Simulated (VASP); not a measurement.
Here is a VASP 6.6.1 calculation.

The input INCAR:

```
SYSTEM = SiC
  PREC = Accurate
  ENCUT = 600
  EDIFF = 1E-6
  ISMEAR = 0
  SIGMA = 0.02
  LREAL = .False.
  LASPH = .True.
  NELM = 120
  ALGO = Normal
  ISIF = 2
  LWAVE = .False.
  LCHARG = .True.
  GGA = PS
  LELF = .True.
  LVHAR = .True.
  NBANDS = 16
  GGA_COMPAT = .False.
```

File KPOINTS:

```
Automatic mesh
0
Gamma
  8 8 6
  0 0 0
```

File POSCAR:

```
SiC
1.0
    3.1067621217      0.0000000000      0.0000000000
   -1.5533810608      2.6576957723      0.0000000000
    0.0000000000      0.0000000000      5.0437866280
Si C
2 2
Direct
    0.3332393286      0.6664786572     -0.0006694553
    0.6667606714      0.3335213428      0.4993305447
    0.3322623154      0.6645246307      0.3756694553
    0.6677376846      0.3354753693      0.8756694553
```

Potentials or basis: VASP PAW PBE potentials, release 64 (Si, C).

Launch:

```bash
$ cat potpaw_PBE.64/Si/POTCAR potpaw_PBE.64/C/POTCAR > POTCAR
$ mpirun -np 1 vasp_std > vasp.out
```

Question: Estimate the band gap on the k mesh.

Answer: 2.34 eV (least direct gap 3.75 eV).

Question: What does it give for the pressure?

Answer: -1.3 GPa.

Stress tensor (GPa, compression positive):
```
-4.42  0.00  0.00
 0.00  0.32  0.00
 0.00  0.00  0.18
```

Caveat: the cell differs from its parent crystal (strained cell); the PAW data sets were made with another functional, which shifts forces and pressure a little. A k mesh can miss the band edges.
